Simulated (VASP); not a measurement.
Crystal: LiF.

```
CELL_PARAMETERS angstrom
3.08101 0.00000 0.00000
-1.54051 2.66824 0.00000
0.00000 0.00000 4.78534
ATOMIC_POSITIONS crystal
Li 0.33333 0.66667 0.99257
Li 0.66667 0.33333 0.49257
F 0.33333 0.66667 0.38243
F 0.66667 0.33333 0.88243
```

Base run:

* Program: VASP 6.6.1
* Functional: r2SCAN
* Potentials or basis: VASP PAW PBE potentials, release 64 (Li_sv, F)
* Cutoff: 520 eV
* k mesh: 12 × 12 × 6
* Occupations: gaussian, width 0.01 eV
* Spin: no spin polarisation

Its results: band gap on the k mesh 8.68 eV; largest force 0.003 eV/Å.

Task: The run is repeated on the same cell with these changes: functional from r2SCAN to PBE; k mesh from 12 × 12 × 6 to 6 × 6 × 4. What comes out?

Result: Band gap on the k mesh 7.84 eV; largest force 0.003 eV/Å.

Several settings changed at once.

Caveats: the PAW data sets were made with another functional, which shifts forces and pressure a little (at least some runs).

A k mesh can miss the band edges.
